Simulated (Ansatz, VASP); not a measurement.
## Two plane-wave programs on Cs2InAgCl6

Contents of INCAR:

```
SYSTEM = Cs2InAgCl6
PREC = Accurate
ENCUT = 500
EDIFF = 1E-6
ISMEAR = 0
SIGMA = 0.01
LREAL = .False.
LASPH = .True.
NELM = 120
ALGO = Normal
ISIF = 2
LWAVE = .False.
LCHARG = .False.
NBANDS = 53
GGA_COMPAT = .False.
```

File KPOINTS:

```
regular mesh
0
Gamma
  4 4 4
  0 0 0
```

File POSCAR:

```
Cs2InAgCl6
1.0
    0.0000000000      5.2777622925      5.2777622925
    5.2777622925      0.0000000000      5.2777622925
    5.2777622925      5.2777622925      0.0000000000
Cs In Ag Cl
2 1 1 6
Direct
    0.2500000000      0.2500000000      0.2500000000
    0.7500000000      0.7500000000      0.7500000000
    0.0000000000      0.0000000000      0.0000000000
    0.5000000000      0.5000000000      0.5000000000
    0.7602100000      0.2397900000      0.2397900000
    0.2397900000      0.7602100000      0.2397900000
    0.2397900000      0.7602100000      0.7602100000
    0.7602100000      0.2397900000      0.7602100000
    0.2397900000      0.2397900000      0.7602100000
    0.7602100000      0.7602100000      0.2397900000
```

Input for Ansatz:

```yaml
crystal:
  lattice:
    - [0.0, 5.277762292464583, 5.277762292464583]
    - [5.277762292464583, 0.0, 5.277762292464583]
    - [5.277762292464583, 5.277762292464583, 0.0]
  atoms:
    - { symbol: Cs, position: [0.25, 0.25, 0.25] }
    - { symbol: Cs, position: [0.75, 0.75, 0.75] }
    - { symbol: In, position: [0.0, 0.0, 0.0] }
    - { symbol: Ag, position: [0.5, 0.5, 0.5] }
    - { symbol: Cl, position: [0.76021, 0.23979, 0.23979] }
    - { symbol: Cl, position: [0.23979, 0.76021, 0.23979] }
    - { symbol: Cl, position: [0.23979, 0.76021, 0.76021] }
    - { symbol: Cl, position: [0.76021, 0.23979, 0.76021] }
    - { symbol: Cl, position: [0.23979, 0.23979, 0.76021] }
    - { symbol: Cl, position: [0.76021, 0.76021, 0.23979] }
basis:
  ecutwfc: 500.0
kpoints:
  mp_grid:
    grid: [4, 4, 4]
hamiltonian:
  xc: lda
  pseudopotentials:
    kind: paw
scf:
  occupations:
    method: fixed
output:
  stress: true
```

Alike in both runs: task single point; functional LDA; k mesh 4 × 4 × 4; no spin polarisation.

```csv
,VASP,Ansatz
version,VASP 6.6.1,Ansatz 0.2.0
potentials or method,"VASP PAW LDA potentials, release 64 (Cs_sv, In_d, Ag, Cl), cutoff 500 eV","plane waves, PAW"
occupations,"gaussian, width 0.01 eV",fixed
valence electrons in the cell,84,92
```

|  | VASP | Ansatz | Ansatz less VASP |
| --- | --- | --- | --- |
| pressure (GPa) | -2.9 | -2.9 | +0.02 |

LDA's correlation is that of Perdew and Zunger in VASP and of Perdew and Wang (1992) in Ansatz. VASP's potentials hold 84 valence electrons a cell and Ansatz's 92, so a difference there can come from the potentials and not from the codes.

Spin-orbit coupling is off throughout.
